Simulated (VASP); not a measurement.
## HfO2: single point with PBE

Crystal: HfO2.

```
Hf O
1.0
     4.88129    0.00000    0.00000
     0.00000    4.88129    0.00000
     0.00000    0.00000    3.23803
Hf O
2 4
Direct
  0.90005 0.90005 0.89345
  0.50000 0.50000 0.50000
  0.19484 0.80516 0.50000
  0.30516 0.30516 0.00000
  0.69484 0.69484 0.00000
  0.80516 0.19484 0.50000
```

This cell differs from its parent crystal: atom 1 (Hf) moved by -0.690 Å along [1 1 0] and -0.345 Å along [0 0 1].

```
Program             : VASP 6.6.1
Task                : single point
Functional          : PBE
Potentials or basis : VASP PAW PBE potentials, release 64 (Hf_pv, O)
Cutoff              : 520 eV
k mesh              : 6 × 6 × 8
Occupations         : gaussian, width 0.05 eV
Spin                : no spin polarisation
```

```
Pressure               : 45.3 GPa
Largest force          : 47.118 eV/Å
Band gap on the k mesh : 1.37 eV
```

Forces in eV/Å, atoms in the order of the input:
```
Hf   33.099  33.099  -5.378
Hf   -5.537  -5.537  -0.419
O     0.065  -1.689  -1.461
O     1.831   1.831  -0.034
O   -27.769 -27.769   8.754
O    -1.689   0.065  -1.461
```

Stress tensor (GPa, compression positive):
```
 61.93  66.37 -20.28
 66.37  61.93 -20.28
-20.28 -20.28  11.94
```

Levels at points of the mesh, in eV from the valence-band top:
```tsv
k point	band 18	band 19	band 20	band 21	band 22	band 23	band 24	band 25	band 26	band 27
(0.00, 0.00, 0.00)	-2.00	-1.69	-1.68	-1.27	0.00	1.37	3.84	4.49	4.75	5.08
(0.50, 0.00, 0.00)	-2.15	-2.04	-1.54	-1.44	-0.29	1.49	4.11	4.85	5.16	5.70
(0.50, 0.50, 0.00)	-1.93	-1.70	-1.66	-1.40	-0.82	1.86	4.09	4.77	5.08	5.69
(0.00, 0.00, 0.50)	-2.18	-1.62	-1.47	-1.36	-1.03	4.13	4.25	4.43	5.90	6.78
(0.50, 0.00, 0.50)	-2.43	-1.80	-1.56	-1.31	-0.67	3.68	4.26	4.46	5.94	6.61
(0.50, 0.50, 0.50)	-2.65	-1.27	-1.16	-1.15	-0.34	3.13	4.46	4.87	5.49	6.43
```

Run time: 4.1 min on 1 thread of Intel Xeon 8259CL, with other jobs on the host, peak memory 0.3 GiB.

Caveat: the cell differs from its parent crystal (atom 1 (Hf) moved by -0.690 Å along [1 1 0] and -0.345 Å along [0 0 1]); atoms lie so close that the PAW spheres overlap strongly, which falsifies energies and pressures; the stress differs along the axes, from 12 to 62 GPa; spin-orbit coupling is left out, which moves the levels of the heavy elements; forces of over 1 eV/Å act on the atoms, so gaps and moduli don't describe the material at rest. A k mesh can miss the band edges.
